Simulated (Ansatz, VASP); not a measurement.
# Two plane-wave programs on Ge

The input INCAR:

```
SYSTEM = Ge
PREC = Accurate ; ENCUT = 520
EDIFF = 1E-6 ; ISMEAR = 0
SIGMA = 0.1 ; LREAL = .False.
LASPH = .True. ; NELM = 100
ALGO = Normal ; ISIF = 2
LWAVE = .False. ; LCHARG = .True.
GGA = PE ; LELF = .True.
LVHAR = .True. ; NBANDS = 51
```

File KPOINTS:

```
Automatic mesh
0
Gamma
  3 3 6
  0 0 0
```

Contents of POSCAR:

```
Ge
1.0
    6.2055183200      0.0000000000      0.0000000000
   -3.1027591600      5.3741365100      0.0000000000
    0.0000000000      0.0000000000      3.6596589400
Ge
6
Direct
    0.6226507000      0.0000000000      0.0000000000
    0.0000000000      0.6226507000      0.6666666700
    0.3773493000      0.3773493000      0.3333333300
    0.3773493000      0.0000000000      0.5000000000
    0.0000000000      0.3773493000      0.1666666700
    0.6226507000      0.6226507000      0.8333333300
```

Input for Ansatz:

```yaml
crystal:
  lattice:
    - [6.20551832, 0.0, 0.0]
    - [-3.10275916, 5.37413651, 0.0]
    - [0.0, 0.0, 3.65965894]
  atoms:
    - { symbol: Ge, position: [0.6226507, 0.0, 0.0] }
    - { symbol: Ge, position: [0.0, 0.6226507, 0.66666667] }
    - { symbol: Ge, position: [0.3773493, 0.3773493, 0.33333333] }
    - { symbol: Ge, position: [0.3773493, 0.0, 0.5] }
    - { symbol: Ge, position: [0.0, 0.3773493, 0.16666667] }
    - { symbol: Ge, position: [0.6226507, 0.6226507, 0.83333333] }
basis:
  ecutwfc: 420
kpoints:
  mp_grid: { grid: [3, 3, 6] }
hamiltonian:
  xc: pbe
scf:
  occupations: { method: gaussian, width: 0.1 }
  lower_state_search: "off"
output:
  forces: true
  stress: true
  eigenvalues: true
```

Alike in both runs: task single point; functional PBE; k mesh 3 × 3 × 6; occupations gaussian, width 0.1 eV; no spin polarisation.

|  | VASP | Ansatz |
| --- | --- | --- |
| version | VASP 6.6.1 | Ansatz 0.2.0 |
| potentials or method | VASP PAW PBE potentials, release 64 (Ge_d), cutoff 520 eV | scalar-relativistic, plane waves, PAW |
| valence electrons in the cell | 84 | 84 |

|  | VASP | Ansatz | Ansatz less VASP |
| --- | --- | --- | --- |
| gap on the k mesh at the Fermi level (eV) | none | none | - |
| pressure (GPa) | 11.4 | 11.6 | +0.13 |
| traceless stress, the component that is largest in VASP (GPa) | 4.95 | 4.96 | +0.006 |
| rms of the force components (eV/Å) | 0.166 | 0.169 | +0.0026 |

Atom by atom the forces differ by 0.003 eV/Å (rms over components). A gap of «none» marks a metal or a gap that the smearing closes.

The k mesh is coarse, so the values compare programs but aren't converged.
